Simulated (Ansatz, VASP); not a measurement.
Hf: VASP beside Ansatz

INCAR

```
ALGO = Normal
EDIFF = 1E-6
ENCUT = 500
GGA = PE
GGA_COMPAT = F
ISIF = 2
ISMEAR = 0
LASPH = T
LCHARG = T
LELF = T
LREAL = F
LVHAR = T
LWAVE = F
NBANDS = 17
NELM = 120
PREC = Accurate
SIGMA = 0.15
```

The input KPOINTS:

```
k-points
0
Gamma
  18 18 10
```

The input POSCAR:

```
Hf
1.0
    3.3170000000      0.0000000000      0.0000000000
   -1.6585000000      2.8726062644      0.0000000000
    0.0000000000      0.0000000000      4.8650000000
Hf
2
Direct
    0.3333333333      0.6666666667      0.2500000000
    0.6666666667      0.3333333333      0.7500000000
```

Input for Ansatz:

```yaml
crystal:
  lattice:
    - [3.317, 0.0, 0.0]
    - [-1.6585, 2.8726062644, 0.0]
    - [0.0, 0.0, 4.865]
  atoms:
    - { symbol: Hf, position: [0.3333333333, 0.6666666667, 0.25] }
    - { symbol: Hf, position: [0.6666666667, 0.3333333333, 0.75] }
basis:
  ecutwfc: 420
kpoints:
  mp_grid: { grid: [18, 18, 10] }
hamiltonian:
  xc: pbe
scf:
  occupations: { method: gaussian, width: 0.15 }
output:
  forces: true
  stress: true
  eigenvalues: true
```

Alike in both runs: task single point; functional PBE; k mesh 18 × 18 × 10; occupations gaussian, width 0.15 eV; no spin polarisation.

```csv
,VASP,Ansatz
version,VASP 6.6.1,Ansatz 0.2.0
potentials or method,"VASP PAW PBE potentials, release 64 (Hf_pv), cutoff 500 eV","scalar-relativistic, plane waves, PAW"
valence electrons in the cell,20,52
```

Ansatz gave:

- gap on the k mesh at the Fermi level (eV): none
- pressure (GPa): -2.4
- traceless stress, the component that is largest in VASP (GPa): 5.72

Question: What did VASP give for the same quantities?

Answer: gap on the k mesh at the Fermi level (eV): none; pressure (GPa): -2.8; traceless stress, the component that is largest in VASP (GPa): 5.66.

A gap of «none» marks a metal or a gap that the smearing closes. VASP's potentials hold 20 valence electrons a cell and Ansatz's 52, so a difference there can come from the potentials and not from the codes.

Spin-orbit coupling is off throughout.
